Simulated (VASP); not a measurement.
Runs of VASP 6.6.1 on GaN. The structure is that of space group F-43m (No. 216), or close to it. The cells are those of the table. 

```tsv
task	level	potentials or basis	spin	cell	cutoff (eV)	smearing	gap on the mesh (eV)	pressure (GPa)
single point	LDA	VASP PAW LDA potentials, release 64 (Ga_d, N)	off	a = 3.080 Å, angles 60.0°, 2 atoms	600	gaussian 0.01 eV	2.41	17.3
single point	LDA	VASP PAW LDA potentials, release 64 (Ga_d, N)	off	a = 3.150 Å, angles 60.0°, 2 atoms	520	gaussian 0.02 eV	1.97	1.1
relaxation of cell and atoms	LDA	VASP PAW LDA potentials, release 64 (Ga_d, N)	off	relaxed from a = 3.150 Å, angles 60.0°, 2 atoms	600	gaussian 0.01 eV	1.94	0.0
single point	PBEsol	VASP PAW PBE potentials, release 64 (Ga_d, N)	non-collinear, typed start, SOC	a = 3.150 Å, angles 60.0°, 2 atoms	600	gaussian 0.01 eV	-	(a)
relaxation of cell and atoms	LDA	VASP PAW LDA potentials, release 64 (Ga_d, N)	off	relaxed to 16 GPa from a = 3.150 Å, angles 60.0°, 2 atoms	600	gaussian 0.01 eV	(b)	16.0
single point	LDA	VASP PAW LDA potentials, release 64 (Ga_d, N)	off	a = 3.080 Å, angles 60.0°, 2 atoms	520	gaussian 0.01 eV	2.41	17.4
single point	LDA	VASP PAW LDA potentials, release 64 (Ga_d, N)	off	a = 3.150 Å, angles 60.0°, 2 atoms	520	gaussian 0.01 eV	1.97	1.1
```

Alike in all rows: k mesh 10 × 10 × 10.

**Question.** Fill in the values left out.

**Answer.** (a) 5.3; (b) 2.38.

Caveats: the cell stands under pressure (at least some runs); the PAW data sets were made with another functional, which shifts forces and pressure a little (at least some runs); the cell is relaxed towards a set pressure, so the run minimises the enthalpy, not the energy (at least some runs).

A k mesh can miss the band edges, and rows without SOC leave out spin-orbit coupling on Ga.
